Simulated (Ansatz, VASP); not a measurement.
## Ge2BiP3: VASP beside Ansatz

```
Ge Bi P
1.0
     6.33924    0.00000    0.00000
    -3.16962    5.48994    0.00000
     0.00000    0.00000    3.67310
Ge Bi P
2 1 3
Cartesian
  3.1696 1.8300 0.0000
  0.0000 3.6600 0.0000
  0.0000 0.0000 0.0000
  3.1696 0.0000 1.8365
  -1.5848 2.7450 1.8365
  1.5848 2.7450 1.8365
```

Change from the starting cell: species swapped into the YB2Ir3 type (P6/mmm, No. 191).

Alike in both runs: task single point; functional PBE; k mesh 3 × 3 × 6; occupations gaussian, width 0.1 eV; no spin polarisation.

|  | VASP | Ansatz |
| --- | --- | --- |
| version | VASP 6.6.1 | Ansatz 0.2.0 |
| potentials or method | VASP PAW PBE potentials, release 64 (Ge_d, Bi_d, P), cutoff 520 eV | scalar-relativistic, plane waves, PAW |
| valence electrons in the cell | 58 | 58 |

Ansatz gave:

```
gap on the k mesh at the Fermi level (eV)                     : none
pressure (GPa)                                                : -3.4
traceless stress, the component that is largest in VASP (GPa) : -2.75
```

Which values does VASP return?

gap on the k mesh at the Fermi level (eV): none; pressure (GPa): -3.5; traceless stress, the component that is largest in VASP (GPa): -2.74.

A gap of «none» marks a metal or a gap that the smearing closes. With one functional, cell and mesh, what is left measures potentials, basis and numerics.

The k mesh is coarse, so the values compare programs but aren't converged. Spin-orbit coupling is off throughout.
